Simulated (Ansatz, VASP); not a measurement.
**One calculation of H11C2NO4, two programs**

```xyz
18
Lattice="5.4914 0.0000 0.0000 0.0000 5.4914 0.0000 0.0000 0.0000 5.4914" Properties=species:S:1:pos:R:3 pbc="T T T"
O     1.7461    4.8091    2.1062
O     1.4620    0.4528    4.5688
O     4.3954    0.5351    3.2669
O     0.5516    1.7091    1.4007
H     2.6148    4.5632    1.7400
H     1.0577    4.2306    1.7121
H     2.2582    0.9755    4.7521
H     1.6725    0.0267    3.7026
H     5.1794    0.4902    3.8510
H     4.7660    0.9953    2.4752
H     1.1048    0.9190    1.6222
H     0.3942    1.5565    0.4527
H     3.7665    3.7158    3.3450
H     3.6346    2.1307    4.1168
H     2.2767    3.3381    4.2526
C     3.3633    3.1927    4.2377
C     3.9799    3.7172    5.4094
N     4.5466    4.1501    6.3333
```

Alike in both runs: functional PBE; dispersion D3(BJ); k mesh 1 × 1 × 1; occupations fermi-dirac, width 0.02 eV; no spin polarisation.

Ansatz relaxed the structure, and its values are those at the end. VASP's run is a single point on that final structure, the one shown.

|  | VASP | Ansatz |
| --- | --- | --- |
| version | VASP 6.6.1 | Ansatz 0.2.0 |
| potentials or method | VASP PAW PBE potentials, release 64 (O, H, C, N), cutoff 520 eV | scalar-relativistic, plane waves, PAW |
| valence electrons in the cell | 48 | 48 |

Ansatz gave:

| Item | Value |
| --- | --- |
| gap on the k mesh at the Fermi level (eV) | 5.05 |
| rms of the force components (eV/Å) | 0.074 |

Q: What did VASP give for the same quantities?

A: gap on the k mesh at the Fermi level (eV): 5.04; rms of the force components (eV/Å): 0.078.

Noted on VASP's run: the standard files for N, O and F lose accuracy on very short bonds.
